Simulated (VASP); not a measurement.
Write the native input for VASP 6.6.1 that does the following.

```
Task                   : single point
Functional             : r2SCAN
Potentials or basis    : VASP PAW PBE potentials, release 64 (P, F)
Cutoff                 : 660 eV
k mesh                 : 11 × 11 × 11
Occupations            : fermi-dirac, width 0.0914 eV
Spin                   : no spin polarisation
Dipole correction      : no
Further INCAR settings : ALGO = Normal; EDIFF = 1e-06; NBANDS = 13
```

PF:

```
CELL_PARAMETERS angstrom
2.94115 0.00000 0.00000
0.00000 2.94115 0.00000
0.00000 0.00000 2.94115
ATOMIC_POSITIONS crystal
P 0.00000 0.00000 0.00000
F 0.50000 0.50000 0.50000
```

These files were run (other wordings do the same):

POSCAR

```
PF
1.0
    2.9411520000      0.0000000000      0.0000000000
    0.0000000000      2.9411520000      0.0000000000
    0.0000000000      0.0000000000      2.9411520000
P F
1 1
Direct
    0.0000000000      0.0000000000      0.0000000000
    0.5000000000      0.5000000000      0.5000000000
```

INCAR.step1

```
ALGO = Normal
EDIFF = 1E-5
ENCUT = 660
GGA = PE
GGA_COMPAT = False
ISMEAR = -1
LASPH = True
LCHARG = False
LREAL = False
LWAVE = True
NBANDS = 13
NELM = 120
PREC = Accurate
SIGMA = 0.0914
```

INCAR.step2

```
ALGO = Normal
EDIFF = 1E-6
ENCUT = 660
GGA_COMPAT = False
ISIF = 2
ISMEAR = -1
ISTART = 1
LASPH = True
LCHARG = False
LMIXTAU = True
LREAL = False
LWAVE = False
METAGGA = R2SCAN
NBANDS = 13
NELM = 120
PREC = Accurate
SIGMA = 0.0914
```

KPOINTS

```
k-points
0
Gamma
  11 11 11
```

Potentials or basis: VASP PAW PBE potentials, release 64 (P, F).

Command:

```bash
$ cat potpaw_PBE.64/P/POTCAR potpaw_PBE.64/F/POTCAR > POTCAR
$ cp INCAR.step1 INCAR
$ mpirun -np 1 vasp_std > vasp.out
$ cp INCAR.step2 INCAR
$ mpirun -np 1 vasp_std > vasp.out
```

Results of the run:

| Item | Value |
| --- | --- |
| Pressure | -0.8 GPa |
| Band gap on the k mesh | zero (bands 6 and 7 overlap by 5.81 eV) |

Caveat: the PAW data sets were made with another functional, which shifts forces and pressure a little.

It took 100 s on 1 thread of AMD EPYC 7R43 64-Core Processor (Zen 3) (shared host), peak memory 0.13 GiB.
